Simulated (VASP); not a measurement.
A run of VASP 6.6.1 is set up as follows.

Contents of INCAR:

```
SYSTEM = Sc4Mo
  ALGO = Fast
  EDIFF = 1E-6
  ENCUT = 520
  GGA = PE
  ISIF = 2
  ISMEAR = 0
  LASPH = .True.
  LCHARG = .True.
  LELF = .True.
  LREAL = .False.
  LVHAR = .True.
  LWAVE = .False.
  NBANDS = 69
  NELM = 80
  PREC = Accurate
  SIGMA = 0.2
```

The input KPOINTS:

```
k-points
0
Gamma
  4 4 2
  0 0 0
```

POSCAR

```
Sc4Mo
1.0
    0.0000000000      5.0451292861      0.0000000000
    0.0000000000      0.0000000000      5.0451292861
   10.0902585723      0.0000000000      0.0000000000
Sc Mo
8 2
Direct
    0.0000000000      0.0000000000      0.2500000000
    0.0000000000      0.0000000000      0.7500000000
    0.5000000000      0.0000000000      0.0000000000
    0.5000000000      0.0000000000      0.5000000000
    0.0000000000      0.5000000000      0.0000000000
    0.0000000000      0.5000000000      0.5000000000
    0.5000000000      0.5000000000      0.2500000000
    0.5000000000      0.5000000000      0.7500000000
    0.0000000000      0.0000000000      0.0000000000
    0.0000000000      0.0000000000      0.5000000000
```

Potentials or basis: VASP PAW PBE potentials, release 64 (Sc_sv, Mo_sv).

Run with:

```bash
$ cat potpaw_PBE.64/Sc_sv/POTCAR potpaw_PBE.64/Mo_sv/POTCAR > POTCAR
$ mpirun -np 1 vasp_std > vasp.out
```

What does it give for the pressure?

-0.4 GPa.

What does it give for the band gap on the k mesh?

Zero (bands 58 and 59 overlap by 0.43 eV).
